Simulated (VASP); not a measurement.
## MoBr: single point with PBE

The system is MoBr.

```
Mo Br
1.0
     0.00000    3.32617    3.32617
     3.32617    0.00000    3.32617
     3.32617    3.32617    0.00000
Mo Br
2 2
Direct
  0.50000 0.50000 0.50000
  0.75000 0.75000 0.75000
  0.00000 0.00000 0.00000
  0.25000 0.25000 0.25000
```

- Program: VASP 6.6.1
- Task: single point
- Functional: PBE
- Potentials or basis: VASP PAW PBE potentials, release 64 (Mo_sv, Br)
- Cutoff: 520 eV
- k mesh: 4 × 4 × 4
- Occupations: gaussian, width 0.1 eV
- Spin: collinear spin, ferromagnetic start
- Starting moments: [1.6, 1.6, 0.17, 0.17] μB

```
Pressure                                              : 0.1 GPa
Net moment                                            : 0.67 μB per cell
Site moments                                          : Mo +0.24; Br +0.05 μB
Valence electrons inside the program's atomic spheres : Mo 12.25; Br 4.84
```

Levels at points of the mesh, in eV from the Fermi level:
Spin up:
| k point | band 18 | band 19 | band 20 | band 21 | band 22 | band 23 | band 24 | band 25 |
| --- | --- | --- | --- | --- | --- | --- | --- | --- |
| (0.00, 0.00, 0.00) | -2.62 | -1.28 | -0.40 | -0.40 | -0.40 | 1.61 | 1.61 | 2.59 |
| (0.50, 0.00, 0.00) | -1.10 | -1.10 | -0.10 | -0.10 | 0.40 | 0.98 | 0.98 | 1.34 |
| (0.50, 0.50, 0.00) | -1.86 | -1.61 | -1.61 | -0.67 | -0.67 | 0.96 | 0.96 | 2.32 |
Spin down:
```
           k point  band 19  band 20  band 21  band 22  band 23  band 24
(0.00, 0.00, 0.00)    -1.15    -0.28    -0.28    -0.28     1.91     1.91
(0.50, 0.00, 0.00)    -0.98     0.16     0.16     0.52     1.24     1.24
(0.50, 0.50, 0.00)    -1.49    -1.49    -0.42    -0.42     1.18     1.18
```

It took 88 s on 1 thread of AMD EPYC 7R43 64-Core Processor (Zen 3), on a shared host, peak memory 0.21 GiB.

Caveat: the k points lie up to 0.41 Å⁻¹ apart.
